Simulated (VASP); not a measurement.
# GaAs (I-4m2) in VASP: a series of runs, part 2 of 2

VASP 6.6.1.

## 5. Single point, HSE06 (uniaxial x strain +4.5%)

POSCAR

```
GaAs
1.0
    0.0000000000      2.8330831925      2.8330831925
    2.9611385528      0.0000000000      2.8330831925
    2.9611385528      2.8330831925      0.0000000000
Ga As
1 1
Direct
    0.0000000000      0.0000000000      0.0000000000
    0.2500000000      0.2500000000      0.2500000000
```

INCAR.step1

```
PREC = Accurate
ENCUT = 520
EDIFF = 1E-5
ISMEAR = -1
SIGMA = 0.02
LREAL = F
LASPH = T
NELM = 100
ALGO = Normal
ISIF = 2
LWAVE = T
NBANDS = 16
GGA = PE
```

INCAR.step2

```
PREC = Accurate
ENCUT = 520
EDIFF = 1E-6
ISMEAR = -1
SIGMA = 0.02
LREAL = F
LASPH = T
NELM = 100
ALGO = Normal
ISIF = 2
LWAVE = F
LCHARG = T
GGA = PE
LHFCALC = T
HFSCREEN = 0.2079
PRECFOCK = Normal
LELF = T
LVHAR = T
NBANDS = 16
ISTART = 1
```

KPOINTS

```
Automatic mesh
0
Gamma
  6 6 6
```

Potentials or basis: VASP PAW PBE potentials, release 64 (Ga_d, As).

The run is started by

```bash
> cat potpaw_PBE.64/Ga_d/POTCAR potpaw_PBE.64/As/POTCAR > POTCAR
> cp INCAR.step1 INCAR
> mpirun -np 1 vasp_std > vasp.out
> cp INCAR.step2 INCAR
> mpirun -np 1 vasp_std > vasp.out
```

OUTCAR:

```text
PREC = Accurate
   ENCUT = 520
   EDIFF = 1E-6
   ISMEAR = -1
   LREAL = F
   LASPH = T
   NELM = 100
   ISIF = 2
   GGA = PE
   LHFCALC = T
   HFSCREEN = 0.2079
   PRECFOCK = Normal
   ISTART = 1

 ion  position               nearest neighbor table
   1  0.000  0.000  0.000-   2 2.49   2 2.49   2 2.49   2 2.49
   2  0.250  0.250  0.250-   1 2.49   1 2.49   1 2.49   1 2.49

  LATTYP: Found a body centered tetragonal cell.
 ALAT       =     4.0065846742
[... 653 lines left out ...]
 [... further k-points ...]

------------------------ aborting loop because EDIFF is reached ----------------------------------------

  FORCE on cell =-STRESS in cart. coord.  units (eV):
  Direction    XX          YY          ZZ          XY          YZ          ZX
  --------------------------------------------------------------------------------------
  -------------------------------------------------------------------------------------
  Total       -1.3841198     -0.4318302     -0.4318302      0.0000000      0.0000000      0.0000000
  in kB      -46.6527120    -14.5551344    -14.5551344      0.0000000      0.0000000      0.0000000
  external PRESSURE =     -25.2543270 kB  Pullay stress =       0.0000000 kB

 VOLUME and BASIS-vectors are now :
 -----------------------------------------------------------------------------
  energy-cutoff  :      520.00
  volume of cell :       47.53
      direct lattice vectors                 reciprocal lattice vectors
     0.000000000  2.833083193  2.833083193    -0.168853970  0.176486169  0.176486169
     2.961138553  0.000000000  2.833083193     0.168853970 -0.176486169  0.176486169
     2.961138553  2.833083193  0.000000000     0.168853970  0.176486169 -0.176486169

 POSITION                                       TOTAL-FORCE (eV/Angst)
 -----------------------------------------------------------------------------------
      0.00000      0.00000      0.00000         0.000000     -0.000000     -0.000000
      1.48057      1.41654      1.41654         0.000000      0.000000      0.000000
 -----------------------------------------------------------------------------------
    total drift:                               -0.000001      0.000003      0.000002

  FREE ENERGIE OF THE ION-ELECTRON SYSTEM (eV)
  ---------------------------------------------------
  free  energy   TOTEN  =        -9.8199991032 eV

  energy  without entropy=       -9.8199991032  energy(sigma->0) =       -9.81999910
```

OUTCAR.step1:

```text
PREC = Accurate
   ENCUT = 520
   EDIFF = 1E-5
   ISMEAR = -1
   LREAL = F
[... 679 lines left out ...]
      0.00000      0.00000      0.00000        -0.000000      0.000000      0.000000
      1.48057      1.41654      1.41654         0.000000     -0.000000     -0.000000
 -----------------------------------------------------------------------------------
    total drift:                                0.000002      0.000002      0.000002

  FREE ENERGIE OF THE ION-ELECTRON SYSTEM (eV)
  ---------------------------------------------------
  free  energy   TOTEN  =        -8.2391534337 eV

  energy  without entropy=       -8.2388530990  energy(sigma->0) =       -8.23900327
```

OSZICAR.step1:

```text
N       E                     dE             d eps       ncg     rms          rms(c)
DAV:   1     0.857036422687E+02    0.85704E+02   -0.88741E+03   960   0.152E+03
DAV:   2    -0.151451229177E+01   -0.87218E+02   -0.82733E+02  1088   0.314E+02
DAV:   3    -0.828445088704E+01   -0.67699E+01   -0.67501E+01  1160   0.674E+01
DAV:   4    -0.839270365621E+01   -0.10825E+00   -0.10824E+00  1200   0.953E+00
DAV:   5    -0.839430855330E+01   -0.16049E-02   -0.16049E-02  1192   0.105E+00    0.276E+00
DAV:   6    -0.825488481911E+01    0.13942E+00   -0.21638E-01  1472   0.759E+00    0.166E+00
DAV:   7    -0.823769595104E+01    0.17189E-01   -0.59073E-02  1192   0.168E+00    0.563E-01
DAV:   8    -0.823860132473E+01   -0.90537E-03   -0.10135E-02  1168   0.114E+00    0.963E-02
DAV:   9    -0.823902919839E+01   -0.42787E-03   -0.99457E-04  1192   0.409E-01    0.552E-02
DAV:  10    -0.823909635415E+01   -0.67156E-04   -0.72519E-05  1280   0.748E-02    0.293E-02
DAV:  11    -0.823915319556E+01   -0.56841E-04   -0.80988E-05  1112   0.665E-02    0.379E-03
DAV:  12    -0.823915343365E+01   -0.23809E-06   -0.14329E-06   928   0.155E-02
   1 F= -.82391534E+01 E0= -.82390033E+01  d E =-.300335E-03
```

Wall time 62 min (1 thread of Intel Xeon Platinum 8375C at 2.90GHz (Ice Lake), shared host); peak memory 0.31 GiB.

Results:

```
Free energy            : -9.8200 eV
Pressure               : -2.5 GPa
Band gap on the k mesh : 0.88 eV, direct
```

Levels at points of the mesh, in eV from the valence-band top:
| k point | band 6 | band 7 | band 8 | band 9 | band 10 | band 11 | band 12 | band 13 |
| --- | --- | --- | --- | --- | --- | --- | --- | --- |
| (0.00, 0.00, 0.00) | -13.68 | -0.28 | 0.00 | 0.00 | 0.88 | 4.39 | 4.39 | 4.51 |
| (0.50, 0.00, 0.00) | -11.91 | -7.00 | -1.43 | -1.05 | 1.47 | 5.22 | 5.50 | 8.51 |
| (0.50, 0.50, 0.00) | -11.11 | -7.13 | -2.92 | -2.88 | 1.98 | 2.12 | 10.74 | 11.03 |
| (0.00, 0.50, 0.50) | -11.27 | -7.40 | -2.60 | -2.60 | 2.25 | 2.54 | 10.97 | 10.97 |

Caveat: the cell differs from its parent crystal (uniaxial x strain +4.5%); the PAW data sets were made with another functional, which shifts forces and pressure a little.

## 6. Single point, r2SCAN (biaxial xy strain +2.5%)

POSCAR

```
GaAs
1.0
    0.0000000000      2.9050435056      2.8330831925
    2.9050435056      0.0000000000      2.8330831925
    2.9050435056      2.9050435056      0.0000000000
Ga As
1 1
Direct
    0.0000000000      0.0000000000      0.0000000000
    0.2500000000      0.2500000000      0.2500000000
```

INCAR.step1

```
SYSTEM = GaAs
ALGO = Normal
EDIFF = 1E-4
ENCUT = 520
GGA = PE
ISMEAR = -1
LASPH = .TRUE.
LCHARG = .FALSE.
LREAL = .FALSE.
LWAVE = .TRUE.
NBANDS = 16
NELM = 100
PREC = Accurate
SIGMA = 0.02
```

INCAR.step2

```
SYSTEM = GaAs
ALGO = Normal
EDIFF = 1E-6
ENCUT = 520
ISIF = 2
ISMEAR = -1
ISTART = 1
LASPH = .TRUE.
LCHARG = .FALSE.
LMIXTAU = .TRUE.
LREAL = .FALSE.
LWAVE = .FALSE.
METAGGA = R2SCAN
NBANDS = 16
NELM = 100
PREC = Accurate
SIGMA = 0.02
```

KPOINTS

```
k-points
0
G
  8 8 8
  0 0 0
```

Potentials or basis: VASP PAW PBE potentials, release 64 (Ga_d, As).

The run is started by

```bash
> cat potpaw_PBE.64/Ga_d/POTCAR potpaw_PBE.64/As/POTCAR > POTCAR
> cp INCAR.step1 INCAR
> mpirun -np 1 vasp_std > vasp.out
> cp INCAR.step2 INCAR
> mpirun -np 1 vasp_std > vasp.out
```

OUTCAR:

```text
SYSTEM = GaAs
   EDIFF = 1E-6
   ENCUT = 520
   ISIF = 2
   ISMEAR = -1
   ISTART = 1
   LASPH = .TRUE.
   LREAL = .FALSE.
   METAGGA = R2SCAN
   NELM = 100
   PREC = Accurate

 ion  position               nearest neighbor table
   1  0.000  0.000  0.000-   2 2.50   2 2.50   2 2.50   2 2.50
   2  0.250  0.250  0.250-   1 2.50   1 2.50   1 2.50   1 2.50

  LATTYP: Found a body centered tetragonal cell.
 ALAT       =     4.1083519249
 C/A-ratio  =     1.3791823312

  Lattice vectors:

[... 643 lines left out ...]

  FORCE on cell =-STRESS in cart. coord.  units (eV):
  Direction    XX          YY          ZZ          XY          YZ          ZX
  --------------------------------------------------------------------------------------
  -------------------------------------------------------------------------------------
  Total       -1.1038612     -1.1038612     -0.6346259      0.0000000      0.0000000      0.0000000
  in kB      -36.9854123    -36.9854123    -21.2634512      0.0000000      0.0000000      0.0000000
  external PRESSURE =     -31.7447586 kB  Pullay stress =       0.0000000 kB

 VOLUME and BASIS-vectors are now :
 -----------------------------------------------------------------------------
  energy-cutoff  :      520.00
  volume of cell :       47.82
      direct lattice vectors                 reciprocal lattice vectors
     0.000000000  2.905043506  2.833083193    -0.172114462  0.172114462  0.176486169
     2.905043506  0.000000000  2.833083193     0.172114462 -0.172114462  0.176486169
     2.905043506  2.905043506  0.000000000     0.172114462  0.172114462 -0.176486169

 POSITION                                       TOTAL-FORCE (eV/Angst)
 -----------------------------------------------------------------------------------
      0.00000      0.00000      0.00000        -0.000000     -0.000000     -0.000000
      1.45252      1.45252      1.41654         0.000000      0.000000      0.000000
 -----------------------------------------------------------------------------------
    total drift:                                0.000052      0.000052     -0.000278

  FREE ENERGIE OF THE ION-ELECTRON SYSTEM (eV)
  ---------------------------------------------------
  free  energy   TOTEN  =       -27.0257208425 eV

  energy  without entropy=      -27.0257208177  energy(sigma->0) =      -27.02572083
```

OUTCAR.step1:

```text
SYSTEM = GaAs
   EDIFF = 1E-4
   ENCUT = 520
   GGA = PE
   ISMEAR = -1
   LASPH = .TRUE.
   LREAL = .FALSE.
[... 676 lines left out ...]
      0.00000      0.00000      0.00000         0.000000      0.000000      0.000000
      1.45252      1.45252      1.41654        -0.000000     -0.000000     -0.000000
 -----------------------------------------------------------------------------------
    total drift:                                0.000001      0.000001      0.000006

  FREE ENERGIE OF THE ION-ELECTRON SYSTEM (eV)
  ---------------------------------------------------
  free  energy   TOTEN  =        -8.2674684932 eV

  energy  without entropy=       -8.2673593406  energy(sigma->0) =       -8.26741392
```

Wall time 1.7 min (1 thread of Intel Xeon Platinum 8375C at 2.90GHz (Ice Lake), shared host); peak memory 0.2 GiB.

What came out:

| Item | Value |
| --- | --- |
| Free energy | -27.0257 eV |
| Pressure | -3.2 GPa |
| Band gap on the k mesh | 0.45 eV, direct |

Caveat: the cell differs from its parent crystal (biaxial xy strain +2.5%); the PAW data sets were made with another functional, which shifts forces and pressure a little.

## 7. The runs side by side

| level | cell | k mesh | grid for exact exchange (PRECFOCK) | screening parameter | gap on the mesh (eV) | pressure (GPa) |
| --- | --- | --- | --- | --- | --- | --- |
| PBE | a = 4.058, b = 4.058, c = 4.108 Å, angles 59.6, 59.6, 60.8°, 2 atoms | 8 × 8 × 8 | - | - | 0.01 | -0.4 |
| PBE | a = 4.007, b = 4.098, c = 4.098 Å, angles 58.5, 60.7, 60.7°, 2 atoms | 8 × 8 × 8 | - | - | 0.04 | 0.0 |
| r2SCAN | a = 4.007, b = 4.098, c = 4.098 Å, angles 58.5, 60.7, 60.7°, 2 atoms | 8 × 8 × 8 | - | - | 0.49 | -2.8 |
| HSE06 | a = 4.007, b = 4.098, c = 4.098 Å, angles 58.5, 60.7, 60.7°, 2 atoms | 6 × 6 × 6 | Normal | 0.2079 1/Å | 0.88 | -2.5 |
| r2SCAN | a = 4.058, b = 4.058, c = 4.108 Å, angles 59.6, 59.6, 60.8°, 2 atoms | 8 × 8 × 8 | - | - | 0.45 | -3.2 |

Alike in all rows: task single point; potentials or basis VASP PAW PBE potentials, release 64 (Ga_d, As); no spin polarisation; cutoff (eV) 520; smearing fermi-dirac 0.02 eV.

Caveats: the PAW data sets were made with another functional, which shifts forces and pressure a little (some runs).

Absolute energies hang on the potentials; compare differences alone.
